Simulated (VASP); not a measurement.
# Ta2PbO3 (P-3m1) in VASP: relaxation of cell and atoms with PBE

Aim: the relaxation of cell and atoms of Ta2PbO3 with PBE.

Everything below comes from runs of VASP 6.6.1. Logs are shortened: lines on timing, memory, paths and dates and some standing lists are left out, and cuts for length are marked.

## Step 1: The cell of the first run

It takes space group P-3m1 (No. 164, trigonal). Conventional cell: a = 3.644 Å, b = 3.644 Å, c = 7.643 Å, α = 90.00°, β = 90.00°, γ = 120.00°. Within 2.8 Å of Ta (site symmetry 3m) lie 7 O at 2.13 to 2.29 Å and 3 Ta at 2.78 Å. Within 4.4 Å of Pb (site symmetry -3m) lie 8 O at 3.31 to 3.82 Å and 6 Ta at 3.59 Å and 6 Pb at 3.64 Å. O (site symmetry 3m) has 4 Ta at 2.13 to 2.17 Å and 3 O at 2.46 Å within 2.8 Å. Within 3.0 Å of O (site symmetry -3m) lie 6 Ta at 2.29 Å and 6 O at 2.46 Å.

## Step 2: Relaxation of cell and atoms, PBE

Input file INCAR:

```
SYSTEM = Ta2PbO3
PREC = Accurate ; ENCUT = 600
EDIFF = 1E-6 ; ISMEAR = 0
SIGMA = 0.1 ; LREAL = .FALSE.
LASPH = .TRUE. ; NELM = 60
ALGO = Normal ; ISIF = 3
LWAVE = .FALSE. ; LCHARG = .FALSE.
GGA = PE ; IBRION = 2
NSW = 100 ; EDIFFG = -0.01
```

Input file KPOINTS:

```
Automatic mesh
0
G
  12 12 4
  0 0 0
```

Input file POSCAR:

```
Ta2PbO3
1.0
    3.6441935424      0.0000000000      0.0000000000
   -1.8220967712      3.1559641840      0.0000000000
    0.0000000000      0.0000000000      7.6430946482
Ta Pb O
2 1 3
Direct
    0.6666666667      0.3333333333      0.6186372863
    0.3333333333      0.6666666667      0.3813627137
    0.0000000000      0.0000000000      0.0000000000
    0.6666666667      0.3333333333      0.3343919337
    0.3333333333      0.6666666667      0.6656080663
    0.0000000000      0.0000000000      0.5000000000
```

Potentials or basis: VASP PAW PBE potentials, release 64 (Ta_pv, Pb_d, O).

Started as:

```
> cat potpaw_PBE.64/Ta_pv/POTCAR potpaw_PBE.64/Pb_d/POTCAR potpaw_PBE.64/O/POTCAR > POTCAR
> mpirun -np 1 vasp_std > vasp.out
```

OUTCAR:

```text
SYSTEM = Ta2PbO3
   PREC = Accurate
   ENCUT = 600
   EDIFF = 1E-6
   ISMEAR = 0
   LREAL = .FALSE.
   LASPH = .TRUE.
   NELM = 60
   ISIF = 3
   GGA = PE
   IBRION = 2
   NSW = 100
   EDIFFG = -0.01

 ion  position               nearest neighbor table
   1  0.667  0.333  0.619-   5 2.13   5 2.13   5 2.13   4 2.17   6 2.29   6 2.29   6 2.29   2 2.78
                             2 2.78   2 2.78   3 3.59   3 3.59   3 3.59
   2  0.333  0.667  0.381-   4 2.13   4 2.13   4 2.13   5 2.17   6 2.29   6 2.29   6 2.29   1 2.78
                             1 2.78   1 2.78   3 3.59   3 3.59   3 3.59
   3  0.000  0.000  0.000-   1 3.59   2 3.59   2 3.59   1 3.59   1 3.59   2 3.59
   4  0.667  0.333  0.334-   2 2.13   2 2.13   2 2.13   1 2.17
   5  0.333  0.667  0.666-   1 2.13   1 2.13   1 2.13   2 2.17
   6  0.000  0.000  0.500-   1 2.29   2 2.29   2 2.29   1 2.29   1 2.29   2 2.29

  LATTYP: Found a hexagonal cell.
 ALAT       =     3.6441935424
 C/A-ratio  =     2.0973349959

  Lattice vectors:

 A1 = (   3.6441935424,   0.0000000000,   0.0000000000)
 A2 = (  -1.8220967712,   3.1559641840,   0.0000000000)
 A3 = (   0.0000000000,   0.0000000000,   7.6430946482)

Analysis of symmetry for initial positions (statically):
=====================================================================
 Subroutine PRICEL returns:
 Original cell was already a primitive cell.

 Routine SETGRP: Setting up the symmetry group for a
 hexagonal supercell.

 Subroutine GETGRP returns: Found 12 space group operations
 (whereof 12 operations were pure point group operations)
 out of a pool of 24 trial point group operations.

The static configuration has the point symmetry D_3d.

Analysis of symmetry for dynamics (positions and initial velocities):
=====================================================================
 Subroutine PRICEL returns:
 Original cell was already a primitive cell.

 Routine SETGRP: Setting up the symmetry group for a
 hexagonal supercell.

 Subroutine GETGRP returns: Found 12 space group operations
 (whereof 12 operations were pure point group operations)
 out of a pool of 24 trial point group operations.

The dynamic configuration has the point symmetry D_3d.

 Subroutine INISYM returns: Found 12 space group operations
 (whereof 12 operations are pure point group operations),
 and found     1 'primitive' translations

----------------------------------------------------------------------------------------

                                     Primitive cell

  volume of cell :      87.9028

  direct lattice vectors                    reciprocal lattice vectors
     3.644193542  0.000000000  0.000000000     0.274409136  0.158430188  0.000000000
    -1.822096771  3.155964184  0.000000000     0.000000000  0.316860377  0.000000000
     0.000000000  0.000000000  7.643094648     0.000000000  0.000000000  0.130837056

  length of vectors
     3.644193542  3.644193542  7.643094648     0.316860377  0.316860377  0.130837056

  position of ions in fractional coordinates (direct lattice)
     0.666666667  0.333333333  0.618637286
     0.333333333  0.666666667  0.381362714
     0.000000000  0.000000000  0.000000000
     0.666666667  0.333333333  0.334391934
     0.333333333  0.666666667  0.665608066
     0.000000000  0.000000000  0.500000000

  ion indices of the primitive-cell ions
   primitive index   ion index
                 1           1
                 2           2
                 3           3
                 4           4
                 5           5
                 6           6

----------------------------------------------------------------------------------------

 KPOINTS: Automatic mesh

Automatic generation of k-mesh.
 Grid dimensions read from file:
 generate k-points for:   12   12    4

 Generating k-lattice:

  Cartesian coordinates                     Fractional coordinates (reciprocal lattice)
     0.022867428  0.013202516  0.000000000     0.083333333  0.000000000  0.000000000
     0.000000000  0.026405031  0.000000000     0.000000000  0.083333333  0.000000000
     0.000000000  0.000000000  0.032709264     0.000000000  0.000000000  0.250000000

  Length of vectors
     0.026405031  0.026405031  0.032709264

  Shift w.r.t. Gamma in fractional coordinates (k-lattice)
     0.000000000  0.000000000  0.000000000

 Subroutine IBZKPT returns following result:
 ===========================================

 Found     69 irreducible k-points:

 Following reciprocal coordinates:
            Coordinates               Weight
  0.000000  0.000000  0.000000      1.000000
  0.083333  0.000000  0.000000      6.000000
  0.166667  0.000000  0.000000      6.000000
  0.250000  0.000000  0.000000      6.000000
  0.333333  0.000000  0.000000      6.000000
  0.416667  0.000000  0.000000      6.000000
[... 16 lines left out ...]
  0.166667  0.000000  0.250000      6.000000
  0.000000  0.166667  0.250000      6.000000
 [... further k-points ...]
   k-points           NKPTS =     69   k-points in BZ     NKDIM =     69   number of bands    NBANDS=     32
   number of dos      NEDOS =    301   number of ions     NIONS =      6
   total plane-waves  NPLWV =  57600
   dimension x,y,z NGX =    30 NGY =   30 NGZ =   64
   dimension x,y,z NGXF=    60 NGYF=   60 NGZF=  128
   ions per type =               2   1   3
   NGX,Y,Z   is equivalent  to a cutoff of  13.69, 13.69, 13.92 a.u.
   NGXF,Y,Z  is equivalent  to a cutoff of  27.37, 27.37, 27.84 a.u.
 SYSTEM =  Ta2PbO3
   PREC   = accura    normal or accurate (medium, high low for compatibility)
   ISTART =      0    job   : 0-new  1-cont  2-samecut
   ICHARG =      2    charge: 1-file 2-atom 10-const
   ISPIN  =      1    spin polarized calculation?
   LNONCOLLINEAR =      F non collinear calculations
   LSORBIT =      F    spin-orbit coupling
   LASPH  =      T    aspherical Exc in radial PAW
   ENCUT  =  600.0 eV  44.10 Ry    6.64 a.u.   7.28  7.28 15.27*2*pi/ulx,y,z
   NELM   =     60;   NELMIN=  2; NELMDL= -5     # of ELM steps
   EDIFF  = 0.1E-05   stopping-criterion for ELM
   LREAL  =      F    real-space projection
   EDIFFG = -.1E-01   stopping-criterion for IOM
   NSW    =    100    number of steps for IOM
   IBRION =      2    ionic relax: 0-MD 1-quasi-New 2-CG
   NFREE  =      1    steps in history (QN), initial steepest desc. (CG)
   ISIF   =      3    stress and relaxation
   ISYM   =      2    0-nonsym 1-usesym 2-fastsym
   POTIM  = 0.5000    time-step for ionic-motion
   TEBEG  =    0.0;   TEEND  =   0.0 temperature during run
   PSTRESS=    0.0 pullay stress
   NELECT =      54.0000    total number of electrons
   NUPDOWN=      -1.0000    fix difference up-down
   EMIN   =  10.00;   EMAX   =-10.00  energy-range for DOS
   EFERMI =   0.00;   METHOD = LEGACY
   ISMEAR =     0;   SIGMA  =   0.10  broadening in eV -4-tet -1-fermi 0-gaus
   EFERMI_NEDOS =   21; number of points for ismear=-14 and -15
   IALGO  =     38    algorithm
   IMIX   =      4    mixing-type and parameters
     AMIX     =   0.40;   BMIX     =  1.00
     AMIX_MAG =   1.60;   BMIX_MAG =  1.00
  volume/ion in A,a.u.               =      14.65        98.87
  Fermi-wavevector in a.u.,A,eV,Ry     =   1.391677  2.629889 26.351293  1.936765
  Thomas-Fermi vector in A             =   2.515493
   LORBIT       =      0    0 simple, 1 ext, 2 COOP (PROOUT), +10 PAW based schemes
   GGA     = PE    functional components
   LHFCALC =     F    Hartree Fock is set to
   AEXX    =    0.0000 exact exchange contribution
   IVDW    =     0    specifies the selected vdW correction
   LEPSILON=     F    determine dielectric tensor
   LRPA    =     F    only Hartree local field effects (RPA)
 conjugate gradient relaxation of ions
 non-spin polarized calculation
 Gauss-broadening in eV      SIGMA  =   0.10
  energy-cutoff  :      600.00
  volume of cell :       87.90
 maximum number of plane-waves:      2989
 NGX is ok and might be reduce to    30
   NGX = 15   NGY = 15   NGZ = 31

--------------------------------------- Ionic step        1  -------------------------------------------

 number of electron      53.9999997 magnetization

 Free energy of the ion-electron system (eV)
  ---------------------------------------------------
  ext. energy  EPLUGINS =         0.00000000
  ---------------------------------------------------
  free energy    TOTEN  =       -51.04138902 eV

  energy without entropy =      -51.03222099  energy(sigma->0) =      -51.03680501

------------------------ aborting loop because EDIFF is reached ----------------------------------------

  FORCE on cell =-STRESS in cart. coord.  units (eV):
  Direction    XX          YY          ZZ          XY          YZ          ZX
  --------------------------------------------------------------------------------------
  -------------------------------------------------------------------------------------
  Total        0.3984101      0.3984101     -0.0374620      0.0000000     -0.0000000      0.0000000
  in kB        7.2616971      7.2616971     -0.6828086      0.0000000     -0.0000000      0.0000000
  external PRESSURE =       4.6135286 kB  Pullay stress =       0.0000000 kB
[... 185 lines left out ...]
  energy  without entropy=      -51.0358920702  energy(sigma->0) =      -51.03994999

--------------------------------------- Ionic step        6  -------------------------------------------

 number of electron      53.9999993 magnetization

 Free energy of the ion-electron system (eV)
  ---------------------------------------------------
  ext. energy  EPLUGINS =         0.00000000
  ---------------------------------------------------
  free energy    TOTEN  =       -51.04410296 eV

  energy without entropy =      -51.03590252  energy(sigma->0) =      -51.04000274

 E-fermi :   6.9275     XC(G=0): -11.4563

 val. band max:        6.9207165637   @ k =   0.1667   0.1667   0.0000
 cond. band min:       6.9342855536   @ k =   0.1667   0.1667   0.0000
 fundamental gap:      0.0135689899
 Fermi energy:         6.9274839218

 k-point     1 :       0.0000    0.0000    0.0000
  band No.  band energies     occupation
      1     -29.3098      2.00000
      2     -29.2689      2.00000
      3     -29.2689      2.00000
      4     -28.9313      2.00000
      5     -28.9313      2.00000
      6     -28.7350      2.00000
[... 829 lines left out ...]
     31      10.1018      0.00000
     32      10.3363      0.00000

 [... further k-points ...]

------------------------ aborting loop because EDIFF is reached ----------------------------------------

  FORCE on cell =-STRESS in cart. coord.  units (eV):
  Direction    XX          YY          ZZ          XY          YZ          ZX
  --------------------------------------------------------------------------------------
  -------------------------------------------------------------------------------------
  Total        0.0008621      0.0008621      0.0420929      0.0000000      0.0000000      0.0000000
  in kB        0.0156514      0.0156514      0.7642074      0.0000000      0.0000000      0.0000000
  external PRESSURE =       0.2651700 kB  Pullay stress =       0.0000000 kB
[... 21 lines left out ...]
  FREE ENERGIE OF THE ION-ELECTRON SYSTEM (eV)
  ---------------------------------------------------
  free  energy   TOTEN  =       -51.0441029641 eV

  energy  without entropy=      -51.0359025171  energy(sigma->0) =      -51.04000274

 reached required accuracy - stopping structural energy minimisation
```

It took 15 min on 1 thread of Intel Xeon 6975P-C, shared host; peak memory 0.4 GiB.

What came out:

- Free energy: -51.0441 eV
- Relaxed volume: 14.71 Å³/atom
- Relaxed cell: a = 3.652 Å, b = 3.652 Å, c = 7.639 Å, α = 90.00°, β = 90.00°, γ = 120.00°
- Space group after relaxing (to 0.05 Å): P-3m1 (No. 164)
- Energy gained by relaxing: 0.5 meV/atom
- Ionic steps: 6
- Pressure after relaxing: 0.0 GPa
- Largest force after relaxing: 0.005 eV/Å
- Band gap on the k mesh: zero (band 27 reaches 7.02 eV, above the bottom of band 28 at 6.66 eV)

Forces in eV/Å, atoms in the order of the input:
```
Ta   0.000  0.000 -0.003
Ta   0.000  0.000  0.003
Pb   0.000  0.000  0.000
O    0.000  0.000 -0.005
O    0.000  0.000  0.005
O    0.000  0.000  0.000
```

The path:
| step | energy change (eV) | largest force (eV/Å) | pressure (GPa) | volume (Å³) |
| --- | --- | --- | --- | --- |
| 1 | 0.0000 | 0.1231 | 0.46 | 87.90 |
| 2 | -0.0019 | 0.1018 | -0.54 | 88.44 |
| 3 | -0.0020 | 0.1059 | -0.41 | 88.36 |
| 4 | -0.0023 | 0.0849 | 0.31 | 88.17 |
| 5 | -0.0026 | 0.0267 | 0.00 | 88.25 |
| 6 | -0.0027 | 0.0046 | 0.03 | 88.25 |

Final structure:
```xyz
6
Lattice="3.6523 0.0000 0.0000 -1.8262 3.1630 0.0000 0.0000 0.0000 7.6390" Properties=species:S:1:pos:R:3 pbc="T T T"
Ta    1.8262    1.0543    4.7159
Ta    0.0000    2.1087    2.9231
Pb   -1.8262    3.1630    7.6390
O     1.8262    1.0543    2.5482
O     0.0000    2.1087    5.0908
O    -1.8262    3.1630    3.8195
```

Caveat: spin-orbit coupling is left out, which moves the levels of the heavy elements.
